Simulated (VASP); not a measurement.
# Mn3Si (Fm-3m) in VASP: single point with PBEsol

Aim: the single point of Mn3Si with PBEsol.

Program: VASP 6.6.1. These are calculated values, not measurements. Logs are shortened: lines on timing, memory, paths and dates and some standing lists are left out, and cuts for length are marked.

**1. The cell of the first run**

It takes space group Fm-3m (No. 225, cubic). Conventional cell: a = 5.392 Å, b = 5.392 Å, c = 5.392 Å, α = 90.00°, β = 90.00°, γ = 90.00°. Within 3.1 Å of Mn (site symmetry m-3m) lie 8 Mn at 2.33 Å and 6 Si at 2.70 Å. Mn (site symmetry -43m) has 10 Mn at 2.33 to 2.70 Å and 4 Si at 2.33 Å within 3.1 Å. Si (site symmetry m-3m) has 14 Mn at 2.33 to 2.70 Å within 3.1 Å.

**2. Single point, PBEsol, collinear spin, ferrimagnetic start (9.80 Å³/atom)**

Input file INCAR:

```
PREC = Accurate
ENCUT = 520
EDIFF = 1E-6
ISMEAR = 0
SIGMA = 0.1
LREAL = False
LASPH = True
NELM = 150
ALGO = Fast
ISIF = 2
LWAVE = False
LCHARG = False
ISPIN = 2
MAGMOM = 2.36 -0.63 -0.63 0
LORBIT = 11
LMAXMIX = 4
GGA = PS
NBANDS = 34
```

Input file KPOINTS:

```
Automatic mesh
0
Gamma
  14 14 14
```

Input file POSCAR:

```
Mn3Si
1.0
    0.0000000000      2.6961514508      2.6961514508
    2.6961514508      0.0000000000      2.6961514508
    2.6961514508      2.6961514508      0.0000000000
Mn Si
3 1
Direct
    0.5000000000      0.5000000000      0.5000000000
    0.2500000000      0.2500000000      0.2500000000
    0.7500000000      0.7500000000      0.7500000000
    0.0000000000      0.0000000000      0.0000000000
```

Potentials or basis: VASP PAW PBE potentials, release 64 (Mn_pv, Si).

Started as:

```
> cat potpaw_PBE.64/Mn_pv/POTCAR potpaw_PBE.64/Si/POTCAR > POTCAR
> mpirun -np 1 vasp_std > vasp.out
```

OUTCAR:

```text
PREC = Accurate
   ENCUT = 520
   EDIFF = 1E-6
   ISMEAR = 0
   LREAL = False
   LASPH = True
   NELM = 150
   ISIF = 2
   ISPIN = 2
   LORBIT = 11
   GGA = PS

 ion  position               nearest neighbor table
   1  0.500  0.500  0.500-   2 2.33   2 2.33   2 2.33   3 2.33   3 2.33   3 2.33   3 2.33   2 2.33
                             4 2.70   4 2.70   4 2.70   4 2.70   4 2.70   4 2.70
   2  0.250  0.250  0.250-   4 2.33   4 2.33   4 2.33   1 2.33   1 2.33   1 2.33   4 2.33   1 2.33
                             3 2.70   3 2.70   3 2.70   3 2.70   3 2.70   3 2.70
   3  0.750  0.750  0.750-   1 2.33   1 2.33   1 2.33   4 2.33   4 2.33   4 2.33   4 2.33   1 2.33
                             2 2.70   2 2.70   2 2.70   2 2.70   2 2.70   2 2.70
   4  0.000  0.000  0.000-   3 2.33   3 2.33   3 2.33   2 2.33   2 2.33   2 2.33   3 2.33   2 2.33
                             1 2.70   1 2.70   1 2.70   1 2.70   1 2.70   1 2.70

  LATTYP: Found a face centered cubic cell.
 ALAT       =     5.3923029016

  Lattice vectors:

 A1 = (   0.0000000000,   2.6961514508,   2.6961514508)
 A2 = (   2.6961514508,   0.0000000000,   2.6961514508)
 A3 = (   2.6961514508,   2.6961514508,   0.0000000000)

Analysis of symmetry for initial positions (statically):
=====================================================================
 Subroutine PRICEL returns:
 Original cell was already a primitive cell.

 Routine SETGRP: Setting up the symmetry group for a
 face centered cubic supercell.

 Subroutine GETGRP returns: Found 48 space group operations
 (whereof 48 operations were pure point group operations)
 out of a pool of 48 trial point group operations.

The static configuration has the point symmetry O_h .

Analysis of symmetry for dynamics (positions and initial velocities):
=====================================================================
 Subroutine PRICEL returns:
 Original cell was already a primitive cell.

 Routine SETGRP: Setting up the symmetry group for a
 face centered cubic supercell.

 Subroutine GETGRP returns: Found 48 space group operations
 (whereof 48 operations were pure point group operations)
 out of a pool of 48 trial point group operations.

The dynamic configuration has the point symmetry O_h .

Analysis of structural, dynamic, and magnetic symmetry:
=====================================================================
 Subroutine PRICEL returns:
 Original cell was already a primitive cell.

 Routine SETGRP: Setting up the symmetry group for a
 face centered cubic supercell.

 Subroutine GETGRP returns: Found 48 space group operations
 (whereof 48 operations were pure point group operations)
 out of a pool of 48 trial point group operations.

The overall configuration has the point symmetry O_h .

 Subroutine INISYM returns: Found 48 space group operations
 (whereof 48 operations are pure point group operations),
 and found     1 'primitive' translations

----------------------------------------------------------------------------------------

                                     Primitive cell

  volume of cell :      39.1979

  direct lattice vectors                    reciprocal lattice vectors
     0.000000000  2.696151451  2.696151451    -0.185449523  0.185449523  0.185449523
     2.696151451  0.000000000  2.696151451     0.185449523 -0.185449523  0.185449523
     2.696151451  2.696151451  0.000000000     0.185449523  0.185449523 -0.185449523

  length of vectors
     3.812933948  3.812933948  3.812933948     0.321207996  0.321207996  0.321207996

  position of ions in fractional coordinates (direct lattice)
     0.500000000  0.500000000  0.500000000
     0.250000000  0.250000000  0.250000000
     0.750000000  0.750000000  0.750000000
     0.000000000  0.000000000  0.000000000

  ion indices of the primitive-cell ions
   primitive index   ion index
                 1           1
                 2           2
                 3           3
                 4           4

----------------------------------------------------------------------------------------

 KPOINTS: Automatic mesh

[... 23 lines left out ...]
            Coordinates               Weight
  0.000000  0.000000  0.000000      1.000000
  0.071429  0.000000  0.000000      8.000000
  0.142857  0.000000  0.000000      8.000000
  0.214286  0.000000  0.000000      8.000000
  0.285714  0.000000  0.000000      8.000000
  0.357143  0.000000  0.000000      8.000000
[... 16 lines left out ...]
  0.214286  0.142857  0.000000     24.000000
  0.285714  0.142857  0.000000     24.000000
 [... further k-points ...]
   k-points           NKPTS =    104   k-points in BZ     NKDIM =    104   number of bands    NBANDS=     34
   number of dos      NEDOS =    301   number of ions     NIONS =      4
   total plane-waves  NPLWV =  21952
   dimension x,y,z NGX =    28 NGY =   28 NGZ =   28
   dimension x,y,z NGXF=    56 NGYF=   56 NGZF=   56
   ions per type =               3   1
   NGX,Y,Z   is equivalent  to a cutoff of  12.21, 12.21, 12.21 a.u.
   NGXF,Y,Z  is equivalent  to a cutoff of  24.42, 24.42, 24.42 a.u.
 SYSTEM =  unknown system
   PREC   = accura    normal or accurate (medium, high low for compatibility)
   ISTART =      0    job   : 0-new  1-cont  2-samecut
   ICHARG =      2    charge: 1-file 2-atom 10-const
   ISPIN  =      2    spin polarized calculation?
   LNONCOLLINEAR =      F non collinear calculations
   LSORBIT =      F    spin-orbit coupling
   LASPH  =      T    aspherical Exc in radial PAW
   ENCUT  =  520.0 eV  38.22 Ry    6.18 a.u.   7.09  7.09  7.09*2*pi/ulx,y,z
   NELM   =    150;   NELMIN=  2; NELMDL= -5     # of ELM steps
   EDIFF  = 0.1E-05   stopping-criterion for ELM
   LREAL  =      F    real-space projection
   EDIFFG = 0.1E-04   stopping-criterion for IOM
   NSW    =      0    number of steps for IOM
   IBRION =     -1    ionic relax: 0-MD 1-quasi-New 2-CG
   NFREE  =      0    steps in history (QN), initial steepest desc. (CG)
   ISIF   =      2    stress and relaxation
   ISYM   =      2    0-nonsym 1-usesym 2-fastsym
   POTIM  = 0.5000    time-step for ionic-motion
   TEBEG  =    0.0;   TEEND  =   0.0 temperature during run
   PSTRESS=    0.0 pullay stress
   NELECT =      43.0000    total number of electrons
   NUPDOWN=      -1.0000    fix difference up-down
   EMIN   =  10.00;   EMAX   =-10.00  energy-range for DOS
   EFERMI =   0.00;   METHOD = LEGACY
   ISMEAR =     0;   SIGMA  =   0.10  broadening in eV -4-tet -1-fermi 0-gaus
   EFERMI_NEDOS =   21; number of points for ismear=-14 and -15
   IALGO  =     68    algorithm
   IMIX   =      4    mixing-type and parameters
     AMIX     =   0.40;   BMIX     =  1.00
     AMIX_MAG =   1.60;   BMIX_MAG =  1.00
  volume/ion in A,a.u.               =       9.80        66.13
  Fermi-wavevector in a.u.,A,eV,Ry     =   1.688405  3.190623 38.786296  2.850712
  Thomas-Fermi vector in A             =   2.770717
   LORBIT       =     11    0 simple, 1 ext, 2 COOP (PROOUT), +10 PAW based schemes
   GGA     = PS    functional components
   LHFCALC =     F    Hartree Fock is set to
   AEXX    =    0.0000 exact exchange contribution
   IVDW    =     0    specifies the selected vdW correction
   LEPSILON=     F    determine dielectric tensor
   LRPA    =     F    only Hartree local field effects (RPA)
 spin polarized calculation
 RMM-DIIS sequential band-by-band and
 Gauss-broadening in eV      SIGMA  =   0.10
  energy-cutoff  :      520.00
  volume of cell :       39.20
 maximum number of plane-waves:      1067
   NGX = 15   NGY = 15   NGZ = 15

 number of electron      43.0000047 magnetization       1.4497441

 Free energy of the ion-electron system (eV)
  ---------------------------------------------------
  ext. energy  EPLUGINS =         0.00000000
  ---------------------------------------------------
  free energy    TOTEN  =       -36.06687614 eV

  energy without entropy =      -36.04125726  energy(sigma->0) =      -36.05406670

 E-fermi :  12.6234     XC(G=0): -14.2668

 val. band max:       12.6200163243   @ k =   0.5000   0.2857   0.0714
 cond. band min:      12.6247721585   @ k =   0.5000   0.1429   0.0714
 fundamental gap:      0.0047558342
 Fermi energy:        12.6233901916

 spin component 1

 k-point     1 :       0.0000    0.0000    0.0000
  band No.  band energies     occupation
      1     -36.3245      1.00000
      2     -36.3245      1.00000
      3     -36.3245      1.00000
      4     -35.0066      1.00000
      5     -35.0066      1.00000
      6     -35.0066      1.00000
[... 853 lines left out ...]
     32      20.5440      0.00000
     33      22.8154      0.00000

 [... further k-points ...]

 spin component 2

 k-point     1 :       0.0000    0.0000    0.0000
  band No.  band energies     occupation
      1     -35.1052      1.00000
      2     -35.1052      1.00000
      3     -35.1052      1.00000
      4     -35.0708      1.00000
      5     -35.0708      1.00000
      6     -35.0708      1.00000
[... 853 lines left out ...]
     32      20.7579      0.00000
     33      22.9743      0.00000

 [... further k-points ...]

 [bands above 33 left out]

------------------------ aborting loop because EDIFF is reached ----------------------------------------

  FORCE on cell =-STRESS in cart. coord.  units (eV):
  Direction    XX          YY          ZZ          XY          YZ          ZX
  --------------------------------------------------------------------------------------
  -------------------------------------------------------------------------------------
  Total        6.5856935      6.5856935      6.5856935     -0.0000000      0.0000000      0.0000000
  in kB      269.1840049    269.1840049    269.1840049     -0.0000000      0.0000000      0.0000000
  external PRESSURE =     269.1840049 kB  Pullay stress =       0.0000000 kB

 VOLUME and BASIS-vectors are now :
 -----------------------------------------------------------------------------
  energy-cutoff  :      520.00
  volume of cell :       39.20
      direct lattice vectors                 reciprocal lattice vectors
     0.000000000  2.696151451  2.696151451    -0.185449523  0.185449523  0.185449523
     2.696151451  0.000000000  2.696151451     0.185449523 -0.185449523  0.185449523
     2.696151451  2.696151451  0.000000000     0.185449523  0.185449523 -0.185449523

 POSITION                                       TOTAL-FORCE (eV/Angst)
 -----------------------------------------------------------------------------------
      2.69615      2.69615      2.69615         0.000000     -0.000000     -0.000000
      1.34808      1.34808      1.34808         0.000000      0.000000      0.000000
      4.04423      4.04423      4.04423        -0.000000     -0.000000     -0.000000
      0.00000      0.00000      0.00000         0.000000     -0.000000     -0.000000
 -----------------------------------------------------------------------------------
    total drift:                                0.000000      0.000000      0.000000

  FREE ENERGIE OF THE ION-ELECTRON SYSTEM (eV)
  ---------------------------------------------------
  free  energy   TOTEN  =       -36.0668761367 eV

  energy  without entropy=      -36.0412572605  energy(sigma->0) =      -36.05406670

 total charge

# of ion       s       p       d       tot
------------------------------------------
    1        0.444   6.482   5.230  12.156
    2        0.402   6.476   5.411  12.289
    3        0.402   6.476   5.411  12.289
    4        0.739   1.002   0.000   1.741
--------------------------------------------------
tot          1.987  20.436  16.053  38.476

 magnetization (x)

# of ion       s       p       d       tot
------------------------------------------
    1        0.010   0.016   1.604   1.630
    2       -0.003  -0.008  -0.105  -0.116
    3       -0.003  -0.008  -0.105  -0.116
    4        0.015   0.004   0.000   0.019
--------------------------------------------------
tot          0.020   0.003   1.394   1.417
```

It took 11 min on 1 thread of Oxide Virtual Turin-like, shared host; peak memory 0.28 GiB.

What came out:

- Free energy: -36.0669 eV
- Pressure: 26.9 GPa
- Net moment: 1.45 μB per cell
- Site moments: Mn +1.63, -0.12 (each value once); Si +0.02 μB
- Valence electrons inside the program's atomic spheres: Mn 12.16, 12.29 (each value once); Si 1.74

Caveat: the cell stands under pressure; the PAW data sets were made with another functional, which shifts forces and pressure a little.
